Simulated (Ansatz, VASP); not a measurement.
## One calculation of W3C, two programs

```
CELL_PARAMETERS angstrom
2.73176 0.00000 0.00000
-0.91059 2.57552 0.00000
0.00000 0.00000 21.31585
ATOMIC_POSITIONS crystal
W 0.50000 0.50000 0.18765
W 0.00000 0.00000 0.28889
W 0.50000 0.50000 0.39013
C 0.66667 0.66667 0.47175
```

Alike in both runs: task single point; functional PBEsol; k mesh 10 × 10 × 1; occupations gaussian, width 0.1 eV; no spin polarisation.

|  | VASP | Ansatz |
| --- | --- | --- |
| version | VASP 6.6.1 | Ansatz 0.2.0 |
| potentials or method | VASP PAW PBE potentials, release 64 (W_sv, C), cutoff 520 eV | scalar-relativistic, plane waves, PAW |
| valence electrons in the cell | 46 | 46 |

```tsv
	VASP	Ansatz	Ansatz less VASP
gap on the k mesh at the Fermi level (eV)	none	none	-
rms of the force components (eV/Å)	1.139	1.100	-0.0389
```

VASP's potentials were made for PBE, not for PBEsol. Atom by atom the forces differ by 0.050 eV/Å (rms over components). A gap of «none» marks a metal or a gap that the smearing closes. With one functional, cell and mesh, what is left measures potentials, basis and numerics.

Spin-orbit coupling is off throughout.
